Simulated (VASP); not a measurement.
CsI: single point with LDA

Crystal: CsI.

```xyz
2
Lattice="4.5274 0.0000 0.0000 0.0000 4.5274 0.0000 0.0000 0.0000 4.5274" Properties=species:S:1:pos:R:3 pbc="T T T"
Cs    0.0000    0.0000    0.0000
I     2.2637    2.2637    2.2637
```

```yaml
Program: VASP 6.6.1
Task: single point
Functional: LDA
Potentials_or_basis: VASP PAW LDA potentials, release 64 (Cs_sv, I)
Cutoff: 500 eV
k_mesh: 6 × 6 × 6
Occupations: methfessel-paxton, width 0.0181 eV
Spin: non-collinear spin, zero start, spin-orbit coupling
Starting_moments: "[[0.0, 0.0, 0.0], [0.0, 0.0, 0.0]] μB"
Dipole_correction: no
Further_INCAR_settings: ALGO = Normal; EDIFF = 1e-06; NBANDS = 28
```

```json
{
  "Pressure": "-1.1 GPa",
  "Net moment": "0.00 μB per cell",
  "Valence electrons inside the program's atomic spheres": "Cs 6.54; I 4.33"
}
```

Moments on the atoms (μB; x, y, z):
```
Cs  0.00 0.00 0.00
I   0.00 0.00 0.00
```

Wall time 3.2 min on 1 thread of Intel Xeon 8259CL, on a shared host, peak memory 0.33 GiB.
